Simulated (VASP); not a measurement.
# Rb3Pd (I4/mmm) in VASP: single point with PBE

Aim: the single point of Rb3Pd with PBE.

All numbers are computed with VASP 6.6.1; they aren't measurements. Logs are shortened: lines on timing, memory, paths and dates and some standing lists are left out, and cuts for length are marked.

### 1 The cell of the first run

Symmetry: I4/mmm, No. 139, tetragonal system. The conventional cell has a = 11.668 Å, b = 11.668 Å, c = 12.188 Å, α = 90.00°, β = 90.00°, γ = 90.00°. Rb (site symmetry m2m) has 3 Pd at 3.16 to 4.24 Å and 10 Rb at 4.25 to 4.58 Å within 4.6 Å. Rb (site symmetry m) has 4 Pd at 3.56 to 4.95 Å and 9 Rb at 4.25 to 4.58 Å within 5.0 Å. Pd (site symmetry 4/mmm) has 12 Rb at 3.72 to 5.09 Å within 5.1 Å. Within 4.2 Å of Pd (site symmetry 4/mmm) lie 4 Rb at 3.16 Å. Pd (site symmetry mmm) has 12 Rb at 3.56 to 4.83 Å within 4.9 Å.

### 2 Single point, PBE

INCAR

```
ALGO     = Fast           # electronic algorithm
EDIFF    = 1E-6           # SCF threshold, eV
ENCUT    = 520            # plane-wave cutoff, eV
GGA      = PE             # functional
ISIF     = 2              # what is computed and relaxed
ISMEAR   = 0              # smearing method
LASPH    = T              # aspherical terms in the spheres
LCHARG   = T              # write CHGCAR
LELF     = T              # ELF
LREAL    = Auto         
LVHAR    = T            
LWAVE    = F              # write WAVECAR
NBANDS   = 88             # bands
NELM     = 100            # most SCF steps
PREC     = Accurate       # precision mode
SIGMA    = 0.1            # smearing width, eV
```

KPOINTS

```
k-points
0
Gamma
  2 2 2
```

POSCAR

```
Rb3Pd
1.0
   -5.8340090000      5.8340090000      6.0942290000
    5.8340090000     -5.8340090000      6.0942290000
    5.8340090000      5.8340090000     -6.0942290000
Rb Pd
12 4
Direct
    0.3085890000      0.3085890000      0.6171780000
    0.6914110000      0.6914110000      0.3828220000
    0.3085890000      0.6914110000      0.0000000000
    0.6914110000      0.3085890000      0.0000000000
    0.8218225000      0.0804070000      0.2585845000
    0.8218225000      0.5632380000      0.7414155000
    0.0804070000      0.8218225000      0.2585845000
    0.5632380000      0.8218225000      0.7414155000
    0.1781775000      0.9195930000      0.7414155000
    0.1781775000      0.4367620000      0.2585845000
    0.9195930000      0.1781775000      0.7414155000
    0.4367620000      0.1781775000      0.2585845000
    0.0000000000      0.0000000000      0.0000000000
    0.5000000000      0.5000000000      0.0000000000
    0.0000000000      0.5000000000      0.5000000000
    0.5000000000      0.0000000000      0.5000000000
```

Potentials or basis: VASP PAW PBE potentials, release 64 (Rb_sv, Pd).

Run with:

```console
$ cat potpaw_PBE.64/Rb_sv/POTCAR potpaw_PBE.64/Pd/POTCAR > POTCAR
$ mpirun -np 1 vasp_std > vasp.out
```

OUTCAR:

```text
EDIFF = 1E-6
   ENCUT = 520
   GGA = PE
   ISIF = 2
   ISMEAR = 0
   LASPH = T
   LREAL = Auto
   NELM = 100
   PREC = Accurate

 ion  position               nearest neighbor table
   1  0.309  0.309  0.617-  14 3.16  15 4.24  16 4.24   7 4.25   5 4.25  12 4.25  10 4.25   4 4.47
                             3 4.47   9 4.58  11 4.58   8 4.58   6 4.58
   2  0.691  0.691  0.383-  14 3.16  15 4.24  16 4.24  11 4.25   9 4.25   8 4.25   6 4.25   4 4.47
                             3 4.47   5 4.58   7 4.58  12 4.58  10 4.58
   3  0.309  0.691  0.000-  14 3.16  16 4.24  15 4.24  12 4.25   6 4.25   7 4.25   9 4.25   2 4.47
                             1 4.47   8 4.58  10 4.58   5 4.58  11 4.58
   4  0.691  0.309  0.000-  14 3.16  15 4.24  16 4.24  10 4.25   8 4.25  11 4.25   5 4.25   2 4.47
                             1 4.47  12 4.58   6 4.58   7 4.58   9 4.58
   5  0.822  0.080  0.259-  15 3.56  13 3.72   4 4.25   1 4.25   7 4.27   8 4.27  10 4.34  12 4.35
                            11 4.35   2 4.58   3 4.58   6 5.63
   6  0.822  0.563  0.741-  15 3.56  13 3.72   3 4.25   2 4.25   7 4.27   8 4.27   9 4.34  11 4.35
                            12 4.35   4 4.58   1 4.58   5 5.63
   7  0.080  0.822  0.259-  16 3.56  13 3.72   3 4.25   1 4.25   5 4.27   6 4.27  12 4.34  10 4.35
                             9 4.35   2 4.58   4 4.58   8 5.63
   8  0.563  0.822  0.741-  16 3.56  13 3.72   4 4.25   2 4.25   5 4.27   6 4.27  11 4.34   9 4.35
                            10 4.35   3 4.58   1 4.58   7 5.63
   9  0.178  0.920  0.741-  15 3.56  13 3.72   3 4.25   2 4.25  12 4.27  11 4.27   6 4.34   8 4.35
                             7 4.35   1 4.58   4 4.58  10 5.63
  10  0.178  0.437  0.259-  15 3.56  13 3.72   4 4.25   1 4.25  11 4.27  12 4.27   5 4.34   7 4.35
                             8 4.35   3 4.58   2 4.58   9 5.63
  11  0.920  0.178  0.741-  16 3.56  13 3.72   4 4.25   2 4.25  10 4.27   9 4.27   8 4.34   6 4.35
                             5 4.35   1 4.58   3 4.58  12 5.63
  12  0.437  0.178  0.259-  16 3.56  13 3.72   3 4.25   1 4.25   9 4.27  10 4.27   7 4.34   5 4.35
                             6 4.35   4 4.58   2 4.58  11 5.63
  13  0.000  0.000  0.000-   5 3.72   7 3.72   9 3.72  11 3.72   6 3.72  10 3.72   8 3.72  12 3.72

  14  0.500  0.500  0.000-   1 3.16   2 3.16   3 3.16   4 3.16
  15  0.000  0.500  0.500-   6 3.56  10 3.56   9 3.56   5 3.56   3 4.24   4 4.24   1 4.24   2 4.24

  16  0.500  0.000  0.500-   8 3.56  12 3.56  11 3.56   7 3.56   4 4.24   3 4.24   1 4.24   2 4.24

  LATTYP: Found a body centered tetragonal cell.
 ALAT       =    11.6680180000
 C/A-ratio  =     1.0446039764

  Lattice vectors:

 A1 = (  -5.8340090000,   5.8340090000,   6.0942290000)
 A2 = (   5.8340090000,  -5.8340090000,   6.0942290000)
 A3 = (   5.8340090000,   5.8340090000,  -6.0942290000)

Analysis of symmetry for initial positions (statically):
=====================================================================
 Subroutine PRICEL returns:
 Original cell was already a primitive cell.

 Routine SETGRP: Setting up the symmetry group for a
 body centered tetragonal supercell.

 Subroutine GETGRP returns: Found 16 space group operations
 (whereof 16 operations were pure point group operations)
 out of a pool of 16 trial point group operations.

The static configuration has the point symmetry D_4h.

Analysis of symmetry for dynamics (positions and initial velocities):
=====================================================================
 Subroutine PRICEL returns:
 Original cell was already a primitive cell.

 Routine SETGRP: Setting up the symmetry group for a
 body centered tetragonal supercell.

 Subroutine GETGRP returns: Found 16 space group operations
 (whereof 16 operations were pure point group operations)
 out of a pool of 16 trial point group operations.

The dynamic configuration has the point symmetry D_4h.

 Subroutine INISYM returns: Found 16 space group operations
 (whereof 16 operations are pure point group operations),
 and found     1 'primitive' translations

----------------------------------------------------------------------------------------

                                     Primitive cell

  volume of cell :     829.6844

  direct lattice vectors                    reciprocal lattice vectors
    -5.834009000  5.834009000  6.094229000     0.000000000  0.085704359  0.082044833
     5.834009000 -5.834009000  6.094229000     0.085704359  0.000000000  0.082044833
     5.834009000  5.834009000 -6.094229000     0.085704359  0.085704359  0.000000000

  length of vectors
    10.257238865 10.257238865 10.257238865     0.118644813  0.118644813  0.121204266

[... 39 lines left out ...]
 KPOINTS: k-points

Automatic generation of k-mesh.
 Grid dimensions read from file:
 generate k-points for:    2    2    2

 Generating k-lattice:

  Cartesian coordinates                     Fractional coordinates (reciprocal lattice)
     0.000000000  0.042852179  0.041022416     0.500000000  0.000000000  0.000000000
     0.042852179  0.000000000  0.041022416     0.000000000  0.500000000  0.000000000
     0.042852179  0.042852179  0.000000000     0.000000000  0.000000000  0.500000000

  Length of vectors
     0.059322407  0.059322407  0.060602133

  Shift w.r.t. Gamma in fractional coordinates (k-lattice)
     0.000000000  0.000000000  0.000000000

 Subroutine IBZKPT returns following result:
 ===========================================

 Found      4 irreducible k-points:

 Following reciprocal coordinates:
            Coordinates               Weight
  0.000000  0.000000  0.000000      1.000000
  0.500000  0.000000  0.000000      4.000000
  0.500000  0.500000  0.000000      2.000000
  0.500000  0.500000  0.500000      1.000000
   k-points           NKPTS =      4   k-points in BZ     NKDIM =      4   number of bands    NBANDS=     88
   number of dos      NEDOS =    301   number of ions     NIONS =     16
   total plane-waves  NPLWV = 512000
   dimension x,y,z NGX =    80 NGY =   80 NGZ =   80
   dimension x,y,z NGXF=   160 NGYF=  160 NGZF=  160
   ions per type =              12   4
   NGX,Y,Z   is equivalent  to a cutoff of  12.97, 12.97, 12.97 a.u.
   NGXF,Y,Z  is equivalent  to a cutoff of  25.93, 25.93, 25.93 a.u.
 SYSTEM =  unknown system
   PREC   = accura    normal or accurate (medium, high low for compatibility)
   ISTART =      0    job   : 0-new  1-cont  2-samecut
   ICHARG =      2    charge: 1-file 2-atom 10-const
   ISPIN  =      1    spin polarized calculation?
   LNONCOLLINEAR =      F non collinear calculations
   LSORBIT =      F    spin-orbit coupling
   LASPH  =      T    aspherical Exc in radial PAW
   ENCUT  =  520.0 eV  38.22 Ry    6.18 a.u.  19.07 19.07 19.07*2*pi/ulx,y,z
   NELM   =    100;   NELMIN=  2; NELMDL= -5     # of ELM steps
   EDIFF  = 0.1E-05   stopping-criterion for ELM
   LREAL  =      T    real-space projection
   EDIFFG = 0.1E-04   stopping-criterion for IOM
   NSW    =      0    number of steps for IOM
   IBRION =     -1    ionic relax: 0-MD 1-quasi-New 2-CG
   NFREE  =      0    steps in history (QN), initial steepest desc. (CG)
   ISIF   =      2    stress and relaxation
   ISYM   =      2    0-nonsym 1-usesym 2-fastsym
   POTIM  = 0.5000    time-step for ionic-motion
   TEBEG  =    0.0;   TEEND  =   0.0 temperature during run
   PSTRESS=    0.0 pullay stress
   NELECT =     148.0000    total number of electrons
   NUPDOWN=      -1.0000    fix difference up-down
   EMIN   =  10.00;   EMAX   =-10.00  energy-range for DOS
   EFERMI =   0.00;   METHOD = LEGACY
   ISMEAR =     0;   SIGMA  =   0.10  broadening in eV -4-tet -1-fermi 0-gaus
   EFERMI_NEDOS =   21; number of points for ismear=-14 and -15
   IALGO  =     68    algorithm
   IMIX   =      4    mixing-type and parameters
     AMIX     =   0.40;   BMIX     =  1.00
     AMIX_MAG =   1.60;   BMIX_MAG =  1.00
  volume/ion in A,a.u.               =      51.86       349.94
  Fermi-wavevector in a.u.,A,eV,Ry     =   0.921562  1.741499 11.555101  0.849276
  Thomas-Fermi vector in A             =   2.046992
   LORBIT       =      0    0 simple, 1 ext, 2 COOP (PROOUT), +10 PAW based schemes
   GGA     = PE    functional components
   LHFCALC =     F    Hartree Fock is set to
   AEXX    =    0.0000 exact exchange contribution
   IVDW    =     0    specifies the selected vdW correction
   LEPSILON=     F    determine dielectric tensor
   LRPA    =     F    only Hartree local field effects (RPA)
 non-spin polarized calculation
 RMM-DIIS sequential band-by-band and
 Gauss-broadening in eV      SIGMA  =   0.10
  energy-cutoff  :      520.00
  volume of cell :      829.68
 maximum number of plane-waves:     22418
 NGX is ok and might be reduce to    80
   NGX = 39   NGY = 39   NGZ = 39

 number of electron     148.0000008 magnetization

 Free energy of the ion-electron system (eV)
  ---------------------------------------------------
  ext. energy  EPLUGINS =         0.00000000
  ---------------------------------------------------
  free energy    TOTEN  =       -28.90021524 eV

  energy without entropy =      -28.84115296  energy(sigma->0) =      -28.87068410

 E-fermi :   1.1262     XC(G=0):  -6.8522

 val. band max:        1.0339794569   @ k =   0.5000   0.0000   0.0000
 cond. band min:       1.1795347934   @ k =   0.5000   0.0000   0.0000
 fundamental gap:      0.1455553365
 Fermi energy:         1.1262221224

 k-point     1 :       0.0000    0.0000    0.0000
  band No.  band energies     occupation
      1     -27.3672      2.00000
      2     -27.3544      2.00000
      3     -27.3544      2.00000
      4     -27.3509      2.00000
      5     -27.3496      2.00000
      6     -27.3496      2.00000
[... 345 lines left out ...]
     85       2.9758      0.00000
     86       2.9716      0.00000
 [bands above 86 left out]

------------------------ aborting loop because EDIFF is reached ----------------------------------------

  FORCE on cell =-STRESS in cart. coord.  units (eV):
  Direction    XX          YY          ZZ          XY          YZ          ZX
  --------------------------------------------------------------------------------------
  -------------------------------------------------------------------------------------
  Total        0.7046238      0.7046238      0.6612381      0.0000000      0.0000000      0.0000000
  in kB        1.3606767      1.3606767      1.2768960      0.0000000      0.0000000      0.0000000
  external PRESSURE =       1.3327498 kB  Pullay stress =       0.0000000 kB

 VOLUME and BASIS-vectors are now :
 -----------------------------------------------------------------------------
  energy-cutoff  :      520.00
  volume of cell :      829.68
      direct lattice vectors                 reciprocal lattice vectors
    -5.834009000  5.834009000  6.094229000     0.000000000  0.085704359  0.082044833
     5.834009000 -5.834009000  6.094229000     0.085704359  0.000000000  0.082044833
     5.834009000  5.834009000 -6.094229000     0.085704359  0.085704359  0.000000000

 POSITION                                       TOTAL-FORCE (eV/Angst)
 -----------------------------------------------------------------------------------
      3.60062      3.60062     -0.00000         0.036325      0.036325      0.000000
      2.23339      2.23339      6.09423        -0.036325     -0.036325     -0.000000
      2.23339     -2.23339      6.09423        -0.036325      0.036325      0.000000
     -2.23339      2.23339      6.09423         0.036325     -0.036325      0.000000
     -2.81684      5.83401      3.92252         0.014051     -0.000000      0.020049
      2.81684      5.83401      3.92252        -0.014051     -0.000000      0.020049
[... 8 lines left out ...]
      5.83401      0.00000      0.00000        -0.000000     -0.000000      0.000000
      0.00000      5.83401      0.00000        -0.000000     -0.000000      0.000000
 -----------------------------------------------------------------------------------
    total drift:                                0.000000      0.000000     -0.000000

  FREE ENERGIE OF THE ION-ELECTRON SYSTEM (eV)
  ---------------------------------------------------
  free  energy   TOTEN  =       -28.9002152353 eV

  energy  without entropy=      -28.8411529596  energy(sigma->0) =      -28.87068410
```

Run time: 17 min. Hardware: 1 thread of AMD EPYC 7R13 (Zen 3), shared host; peak memory 1 GiB.

What came out:

```
Free energy            : -28.9002 eV
Pressure               : 0.1 GPa
Largest force          : 0.051 eV/Å
Band gap on the k mesh : zero (bands 74 and 75 overlap by 0.87 eV)
```

Forces in eV/Å, atoms in the order of the input:
```
Rb   0.036  0.036  0.000
Rb  -0.036 -0.036  0.000
Rb  -0.036  0.036  0.000
Rb   0.036 -0.036  0.000
Rb   0.014  0.000  0.020
Rb  -0.014  0.000  0.020
Rb   0.000  0.014  0.020
Rb   0.000 -0.014  0.020
Rb  -0.014  0.000 -0.020
Rb   0.014  0.000 -0.020
Rb   0.000 -0.014 -0.020
Rb   0.000  0.014 -0.020
Pd   0.000  0.000  0.000
Pd   0.000  0.000  0.000
Pd   0.000  0.000  0.000
Pd   0.000  0.000  0.000
```

Caveat: the k points lie up to 0.37 Å⁻¹ apart, too coarse for converged energies and pressures of a metal.
